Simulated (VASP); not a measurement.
# Si3Mo5 (I4/mcm) in VASP: further runs

The runs below take Si3Mo5 through single point, with PBEsol.

Program: VASP 6.6.1. These are calculated values, not measurements. Logs are shortened: lines on timing, memory, paths and dates and some standing lists are left out, and cuts for length are marked.

## (1) The cell of the first run

It takes space group I4/mcm (No. 140, tetragonal). The conventional cell has a = 9.604 Å, b = 9.604 Å, c = 4.871 Å, α = 90.00°, β = 90.00°, γ = 90.00°. Within 3.2 Å of Si (site symmetry 422) lie 2 Si at 2.44 Å and 8 Mo at 2.58 Å. Within 3.4 Å of Si (site symmetry m2m) lie 10 Mo at 2.52 to 2.79 Å and 2 Si at 3.31 Å. Within 3.2 Å of Mo (site symmetry -42m) lie 10 Mo at 2.44 to 3.01 Å and 4 Si at 2.58 Å. Mo (site symmetry m) has 6 Si at 2.52 to 2.79 Å and 9 Mo at 2.70 to 3.22 Å within 3.3 Å.

## (2) Single point, PBEsol

Input file INCAR:

```
PREC = Accurate
ENCUT = 520
EDIFF = 1E-7
ISMEAR = 0
SIGMA = 0.1
LREAL = Auto
LASPH = True
NELM = 80
ALGO = Fast
ISIF = 2
LWAVE = False
LCHARG = False
GGA = PS
NBANDS = 96
```

Input file KPOINTS:

```
regular mesh
0
Gamma
  8 8 8
```

Input file POSCAR:

```
Si3Mo5
1.0
   -4.8021251326      4.8021251326      2.4353852782
    4.8021251326     -4.8021251326      2.4353852782
    4.8021251326      4.8021251326     -2.4353852782
Si Mo
6 10
Direct
    0.2500000000      0.2500000000      0.0000000000
    0.7500000000      0.7500000000      0.0000000000
    0.6674938244      0.1674938244      0.8349876487
    0.1674938244      0.3325061756      0.5000000000
    0.3325061756      0.8325061756      0.1650123513
    0.8325061756      0.6674938244      0.5000000000
    0.7500000000      0.2500000000      0.5000000000
    0.2500000000      0.7500000000      0.5000000000
    0.2242994300      0.0765949326      0.3008943626
    0.0765949326      0.7757005700      0.8522955026
    0.7757005700      0.9234050674      0.6991056374
    0.9234050674      0.2242994300      0.1477044974
    0.2757005700      0.5765949326      0.8522955026
    0.4234050674      0.2757005700      0.6991056374
    0.7242994300      0.4234050674      0.1477044974
    0.5765949326      0.7242994300      0.3008943626
```

Potentials or basis: VASP PAW PBE potentials, release 64 (Si, Mo_sv).

Run with:

```bash
$ cat potpaw_PBE.64/Si/POTCAR potpaw_PBE.64/Mo_sv/POTCAR > POTCAR
$ mpirun -np 1 vasp_std > vasp.out
```

OUTCAR:

```text
PREC = Accurate
   ENCUT = 520
   EDIFF = 1E-7
   ISMEAR = 0
   LREAL = Auto
   LASPH = True
   NELM = 80
   ISIF = 2
   GGA = PS

 ion  position               nearest neighbor table
   1  0.250  0.250  0.000-   2 2.44   2 2.44  14 2.58   9 2.58  16 2.58  11 2.58  10 2.58  15 2.58
                            12 2.58  13 2.58
   2  0.750  0.750  0.000-   1 2.44   1 2.44  16 2.58  11 2.58   9 2.58  14 2.58  10 2.58  15 2.58
                            12 2.58  13 2.58
   3  0.667  0.167  0.835-  12 2.52  15 2.52  14 2.56  11 2.56   7 2.58   8 2.58  13 2.79  10 2.79
                            13 2.79  10 2.79
   4  0.167  0.333  0.500-   9 2.52  14 2.52  13 2.56  12 2.56   7 2.58   8 2.58  11 2.79  16 2.79
                            16 2.79  11 2.79
   5  0.333  0.833  0.165-  10 2.52  13 2.52   9 2.56  16 2.56   8 2.58   7 2.58  12 2.79  15 2.79
                            12 2.79  15 2.79
   6  0.833  0.667  0.500-  11 2.52  16 2.52  15 2.56  10 2.56   7 2.58   8 2.58  14 2.79   9 2.79
                            14 2.79   9 2.79
   7  0.750  0.250  0.500-   8 2.44   8 2.44   3 2.58   5 2.58   4 2.58   6 2.58  13 3.01  12 3.01
                            15 3.01  10 3.01   9 3.01  16 3.01  11 3.01  14 3.01
   8  0.250  0.750  0.500-   7 2.44   7 2.44   5 2.58   3 2.58   4 2.58   6 2.58  13 3.01  12 3.01
                            15 3.01  10 3.01  11 3.01  14 3.01  16 3.01   9 3.01
   9  0.224  0.077  0.301-   4 2.52   5 2.56   1 2.58   2 2.58  14 2.70   6 2.79   6 2.79  15 2.85
                            15 2.85   7 3.01   8 3.01  16 3.16  16 3.16  10 3.22  12 3.22
  10  0.077  0.776  0.852-   5 2.52   6 2.56   1 2.58   2 2.58  13 2.70   3 2.79   3 2.79  14 2.85
                            14 2.85   7 3.01   8 3.01  15 3.16  15 3.16   9 3.22  11 3.22
  11  0.776  0.923  0.699-   6 2.52   3 2.56   2 2.58   1 2.58  16 2.70   4 2.79   4 2.79  13 2.85
                            13 2.85   8 3.01   7 3.01  14 3.16  14 3.16  12 3.22  10 3.22
  12  0.923  0.224  0.148-   3 2.52   4 2.56   1 2.58   2 2.58  15 2.70   5 2.79   5 2.79  16 2.85
                            16 2.85   7 3.01   8 3.01  13 3.16  13 3.16  11 3.22   9 3.22
  13  0.276  0.577  0.852-   5 2.52   4 2.56   1 2.58   2 2.58  10 2.70   3 2.79   3 2.79  11 2.85
                            11 2.85   7 3.01   8 3.01  12 3.16  12 3.16  16 3.22  14 3.22
  14  0.423  0.276  0.699-   4 2.52   3 2.56   1 2.58   2 2.58   9 2.70   6 2.79   6 2.79  10 2.85
                            10 2.85   8 3.01   7 3.01  11 3.16  11 3.16  15 3.22  13 3.22
  15  0.724  0.423  0.148-   3 2.52   6 2.56   1 2.58   2 2.58  12 2.70   5 2.79   5 2.79   9 2.85
                             9 2.85   7 3.01   8 3.01  10 3.16  10 3.16  14 3.22  16 3.22
  16  0.577  0.724  0.301-   6 2.52   5 2.56   2 2.58   1 2.58  11 2.70   4 2.79   4 2.79  12 2.85
                            12 2.85   7 3.01   8 3.01   9 3.16   9 3.16  13 3.22  15 3.22

  LATTYP: Found a body centered tetragonal cell.
 ALAT       =     9.6042502652
 C/A-ratio  =     0.5071474006

  Lattice vectors:

 A1 = (  -4.8021251326,   4.8021251326,   2.4353852782)
 A2 = (   4.8021251326,  -4.8021251326,   2.4353852782)
 A3 = (   4.8021251326,   4.8021251326,  -2.4353852782)

Analysis of symmetry for initial positions (statically):
=====================================================================
 Subroutine PRICEL returns:
 Original cell was already a primitive cell.

 Routine SETGRP: Setting up the symmetry group for a
 body centered tetragonal supercell.

 Subroutine GETGRP returns: Found 16 space group operations
 (whereof  8 operations were pure point group operations)
 out of a pool of 16 trial point group operations.

The static configuration has the point symmetry C_4h.
 The point group associated with its full space group is D_4h.

Analysis of symmetry for dynamics (positions and initial velocities):
=====================================================================
 Subroutine PRICEL returns:
 Original cell was already a primitive cell.

 Routine SETGRP: Setting up the symmetry group for a
 body centered tetragonal supercell.

 Subroutine GETGRP returns: Found 16 space group operations
 (whereof  8 operations were pure point group operations)
 out of a pool of 16 trial point group operations.

The dynamic configuration has the point symmetry C_4h.
 The point group associated with its full space group is D_4h.

 Subroutine INISYM returns: Found 16 space group operations
 (whereof  8 operations are pure point group operations),
 and found     1 'primitive' translations

----------------------------------------------------------------------------------------

                                     Primitive cell

  volume of cell :     224.6439

  direct lattice vectors                    reciprocal lattice vectors
[... 58 lines left out ...]

  Length of vectors
     0.028774929  0.028774929  0.018406090

  Shift w.r.t. Gamma in fractional coordinates (k-lattice)
     0.000000000  0.000000000  0.000000000

 Subroutine IBZKPT returns following result:
 ===========================================

 Found     59 irreducible k-points:

 Following reciprocal coordinates:
            Coordinates               Weight
  0.000000  0.000000  0.000000      1.000000
  0.125000 -0.000000  0.000000      8.000000
  0.250000 -0.000000  0.000000      8.000000
  0.375000 -0.000000  0.000000      8.000000
  0.500000 -0.000000  0.000000      4.000000
  0.125000  0.125000  0.000000      8.000000
[... 16 lines left out ...]
  0.250000  0.125000  0.125000     16.000000
  0.375000  0.125000  0.125000      8.000000
 [... further k-points ...]
   k-points           NKPTS =     59   k-points in BZ     NKDIM =     59   number of bands    NBANDS=     96
   number of dos      NEDOS =    301   number of ions     NIONS =     16
   total plane-waves  NPLWV = 157464
   dimension x,y,z NGX =    54 NGY =   54 NGZ =   54
   dimension x,y,z NGXF=   108 NGYF=  108 NGZF=  108
   ions per type =               6  10
   NGX,Y,Z   is equivalent  to a cutoff of  12.44, 12.44, 12.44 a.u.
   NGXF,Y,Z  is equivalent  to a cutoff of  24.89, 24.89, 24.89 a.u.
 SYSTEM =  unknown system
   PREC   = accura    normal or accurate (medium, high low for compatibility)
   ISTART =      0    job   : 0-new  1-cont  2-samecut
   ICHARG =      2    charge: 1-file 2-atom 10-const
   ISPIN  =      1    spin polarized calculation?
   LNONCOLLINEAR =      F non collinear calculations
   LSORBIT =      F    spin-orbit coupling
   LASPH  =      T    aspherical Exc in radial PAW
   ENCUT  =  520.0 eV  38.22 Ry    6.18 a.u.  13.41 13.41 13.41*2*pi/ulx,y,z
   NELM   =     80;   NELMIN=  2; NELMDL= -5     # of ELM steps
   EDIFF  = 0.1E-06   stopping-criterion for ELM
   LREAL  =      T    real-space projection
   EDIFFG = 0.1E-05   stopping-criterion for IOM
   NSW    =      0    number of steps for IOM
   IBRION =     -1    ionic relax: 0-MD 1-quasi-New 2-CG
   NFREE  =      0    steps in history (QN), initial steepest desc. (CG)
   ISIF   =      2    stress and relaxation
   ISYM   =      2    0-nonsym 1-usesym 2-fastsym
   POTIM  = 0.5000    time-step for ionic-motion
   TEBEG  =    0.0;   TEEND  =   0.0 temperature during run
   PSTRESS=    0.0 pullay stress
   NELECT =     164.0000    total number of electrons
   NUPDOWN=      -1.0000    fix difference up-down
   EMIN   =  10.00;   EMAX   =-10.00  energy-range for DOS
   EFERMI =   0.00;   METHOD = LEGACY
   ISMEAR =     0;   SIGMA  =   0.10  broadening in eV -4-tet -1-fermi 0-gaus
   EFERMI_NEDOS =   21; number of points for ismear=-14 and -15
   IALGO  =     68    algorithm
   IMIX   =      4    mixing-type and parameters
     AMIX     =   0.40;   BMIX     =  1.00
     AMIX_MAG =   1.60;   BMIX_MAG =  1.00
  volume/ion in A,a.u.               =      14.04        94.75
  Fermi-wavevector in a.u.,A,eV,Ry     =   1.474092  2.785630 29.564740  2.172947
  Thomas-Fermi vector in A             =   2.588905
   LORBIT       =      0    0 simple, 1 ext, 2 COOP (PROOUT), +10 PAW based schemes
   GGA     = PS    functional components
   LHFCALC =     F    Hartree Fock is set to
   AEXX    =    0.0000 exact exchange contribution
   IVDW    =     0    specifies the selected vdW correction
   LEPSILON=     F    determine dielectric tensor
   LRPA    =     F    only Hartree local field effects (RPA)
 non-spin polarized calculation
 RMM-DIIS sequential band-by-band and
 Gauss-broadening in eV      SIGMA  =   0.10
  energy-cutoff  :      520.00
  volume of cell :      224.64
 maximum number of plane-waves:      6070
 NGX is ok and might be reduce to    54
   NGX = 27   NGY = 27   NGZ = 27

 number of electron     164.0000006 magnetization

 Free energy of the ion-electron system (eV)
  ---------------------------------------------------
  ext. energy  EPLUGINS =         0.00000000
  ---------------------------------------------------
  free energy    TOTEN  =      -159.59977014 eV

  energy without entropy =     -159.56026308  energy(sigma->0) =     -159.58001661

 E-fermi :  12.7027     XC(G=0): -13.1071

 val. band max:       12.7021534436   @ k =  -0.2500  -0.3750   0.2500
 cond. band min:      12.7164756130   @ k =   0.3750   0.2500   0.1250
 fundamental gap:      0.0143221694
 Fermi energy:        12.7026758605

 k-point     1 :       0.0000    0.0000    0.0000
  band No.  band energies     occupation
      1     -48.3894      2.00000
      2     -48.2693      2.00000
      3     -48.2375      2.00000
      4     -48.2375      2.00000
      5     -48.1937      2.00000
      6     -48.1819      2.00000
[... 2317 lines left out ...]
     93      14.3564      0.00000
     94      14.3633      0.00000

 [... further k-points ...]

 [bands above 94 left out]

------------------------ aborting loop because EDIFF is reached ----------------------------------------

  FORCE on cell =-STRESS in cart. coord.  units (eV):
  Direction    XX          YY          ZZ          XY          YZ          ZX
  --------------------------------------------------------------------------------------
  -------------------------------------------------------------------------------------
  Total        0.6263179      0.6263179      0.6373091      0.0000000     -0.0000000      0.0000000
  in kB        4.4669468      4.4669468      4.5453367      0.0000000     -0.0000000      0.0000000
  external PRESSURE =       4.4930768 kB  Pullay stress =       0.0000000 kB

 VOLUME and BASIS-vectors are now :
 -----------------------------------------------------------------------------
  energy-cutoff  :      520.00
  volume of cell :      224.64
      direct lattice vectors                 reciprocal lattice vectors
    -4.802125133  4.802125133  2.435385278     0.000000000  0.104120569  0.205306324
     4.802125133 -4.802125133  2.435385278     0.104120569  0.000000000  0.205306324
     4.802125133  4.802125133 -2.435385278     0.104120569  0.104120569  0.000000000

 POSITION                                       TOTAL-FORCE (eV/Angst)
 -----------------------------------------------------------------------------------
      0.00000      0.00000      1.21769         0.000000     -0.000000      0.000000
      0.00000      0.00000      3.65308         0.000000     -0.000000      0.000000
      1.60865      6.41078      0.00000         0.002288      0.002288      0.000000
      3.19347      1.60865      0.00000        -0.002288      0.002288     -0.000000
      3.19347     -1.60865      2.43539        -0.002288     -0.002288     -0.000000
      1.60865      3.19347      2.43539         0.002288     -0.002288     -0.000000
[... 8 lines left out ...]
     -0.73564      2.15423      2.43539        -0.000701      0.001394      0.000000
      2.15423      0.73564      2.43539         0.001394      0.000701      0.000000
 -----------------------------------------------------------------------------------
    total drift:                               -0.000000     -0.000000      0.000000

  FREE ENERGIE OF THE ION-ELECTRON SYSTEM (eV)
  ---------------------------------------------------
  free  energy   TOTEN  =      -159.5997701438 eV

  energy  without entropy=     -159.5602630817  energy(sigma->0) =     -159.58001661
```

Wall time 62 min (1 thread of Oxide Virtual Turin-like, shared host); peak memory 0.86 GiB.

What came out:

* Free energy: -159.5998 eV
* Pressure: 0.4 GPa
* Largest force: 0.003 eV/Å
* Band gap on the k mesh: zero (bands 82 and 83 overlap by 0.75 eV)

Forces in eV/Å, atoms in the order of the input:
```
Si   0.000  0.000  0.000
Si   0.000  0.000  0.000
Si   0.002  0.002  0.000
Si  -0.002  0.002  0.000
Si  -0.002 -0.002  0.000
Si   0.002 -0.002  0.000
Mo   0.000  0.000  0.000
Mo   0.000  0.000  0.000
Mo   0.001  0.001  0.000
Mo  -0.001  0.001  0.000
Mo  -0.001 -0.001  0.000
Mo   0.001 -0.001  0.000
Mo   0.001 -0.001  0.000
Mo  -0.001 -0.001  0.000
Mo  -0.001  0.001  0.000
Mo   0.001  0.001  0.000
```

Levels at points of the mesh, in eV from the Fermi level:
| k point | band 78 | band 79 | band 80 | band 81 | band 82 | band 83 | band 84 | band 85 | band 86 | band 87 |
| --- | --- | --- | --- | --- | --- | --- | --- | --- | --- | --- |
| (0.00, 0.00, 0.00) | -0.50 | -0.18 | -0.18 | 0.26 | 0.34 | 0.54 | 0.54 | 0.74 | 0.91 | 0.91 |
| (0.50, 0.00, 0.00) | -1.10 | -0.94 | -0.94 | -0.49 | -0.49 | 0.09 | 0.09 | 0.30 | 0.30 | 0.65 |
| (0.50, 0.50, 0.00) | -0.79 | -0.57 | -0.50 | -0.45 | -0.28 | 0.25 | 0.27 | 0.29 | 0.87 | 0.96 |
| (0.50, 0.50, 0.50) | -0.95 | -0.91 | -0.83 | -0.83 | -0.20 | 0.22 | 0.22 | 0.35 | 0.37 | 0.37 |

Caveat: the PAW data sets were made with another functional, which shifts forces and pressure a little.

## (3) Single point, PBEsol (13.20 Å³/atom)

This run uses another cell than the first one, of 13.20 Å³/atom.

Input file INCAR:

```
SYSTEM = Si3Mo5
ALGO = Fast
EDIFF = 1E-6
ENCUT = 520
GGA = PS
ISIF = 2
ISMEAR = 0
LASPH = .TRUE.
LCHARG = .FALSE.
LREAL = Auto
LWAVE = .FALSE.
NBANDS = 96
NELM = 60
PREC = Accurate
SIGMA = 0.1
```

Input file KPOINTS:

```
k-points
0
G
  8 8 8
  0 0 0
```

Input file POSCAR:

```
Si3Mo5
1.0
   -4.7105667919      4.7105667919      2.3791188777
    4.7105667919     -4.7105667919      2.3791188777
    4.7105667919      4.7105667919     -2.3791188777
Si Mo
6 10
Direct
    0.2500000000      0.2500000000      0.0000000000
    0.7500000000      0.7500000000      0.0000000000
    0.6678729360      0.1678729360      0.8357458720
    0.1678729360      0.3321270640      0.5000000000
    0.3321270640      0.8321270640      0.1642541280
    0.8321270640      0.6678729360      0.5000000000
    0.7500000000      0.2500000000      0.5000000000
    0.2500000000      0.7500000000      0.5000000000
    0.2239966081      0.0766251074      0.3006217155
    0.0766251074      0.7760033919      0.8526284993
    0.7760033919      0.9233748926      0.6993782845
    0.9233748926      0.2239966081      0.1473715007
    0.2760033919      0.5766251074      0.8526284993
    0.4233748926      0.2760033919      0.6993782845
    0.7239966081      0.4233748926      0.1473715007
    0.5766251074      0.7239966081      0.3006217155
```

Potentials or basis: VASP PAW PBE potentials, release 64 (Si, Mo_sv).

Run with:

```bash
$ cat potpaw_PBE.64/Si/POTCAR potpaw_PBE.64/Mo_sv/POTCAR > POTCAR
$ mpirun -np 1 vasp_std > vasp.out
```

Wall time 1.8 h (1 thread of Oxide Virtual Turin-like, shared host); peak memory 0.85 GiB.

Results (log left out):

- Free energy: -158.8277 eV
- Pressure: 18.8 GPa
- Band gap on the k mesh: zero (bands 82 and 83 overlap by 0.86 eV)

Forces in eV/Å, atoms in the order of the input:
```
Si   0.000  0.000  0.000
Si   0.000  0.000  0.000
Si  -0.001 -0.001  0.000
Si   0.001 -0.001  0.000
Si   0.001  0.001  0.000
Si  -0.001  0.001  0.000
Mo   0.000  0.000  0.000
Mo   0.000  0.000  0.000
Mo   0.002  0.001  0.000
Mo  -0.001  0.002  0.000
Mo  -0.002 -0.001  0.000
Mo   0.001 -0.002  0.000
Mo   0.002 -0.001  0.000
Mo  -0.001 -0.002  0.000
Mo  -0.002  0.001  0.000
Mo   0.001  0.002  0.000
```

Levels at points of the mesh, in eV from the Fermi level:
| k point | band 79 | band 80 | band 81 | band 82 | band 83 | band 84 | band 85 | band 86 |
| --- | --- | --- | --- | --- | --- | --- | --- | --- |
| (0.00, 0.00, 0.00) | -0.17 | -0.17 | 0.26 | 0.37 | 0.64 | 0.64 | 0.80 | 0.99 |
| (0.50, 0.00, 0.00) | -1.03 | -1.03 | -0.53 | -0.53 | 0.09 | 0.09 | 0.32 | 0.32 |
| (0.50, 0.50, 0.00) | -0.64 | -0.52 | -0.51 | -0.31 | 0.27 | 0.30 | 0.31 | 0.95 |
| (0.50, 0.50, 0.50) | -1.00 | -0.90 | -0.90 | -0.17 | 0.22 | 0.22 | 0.41 | 0.41 |

Caveat: the cell stands under pressure; the PAW data sets were made with another functional, which shifts forces and pressure a little.
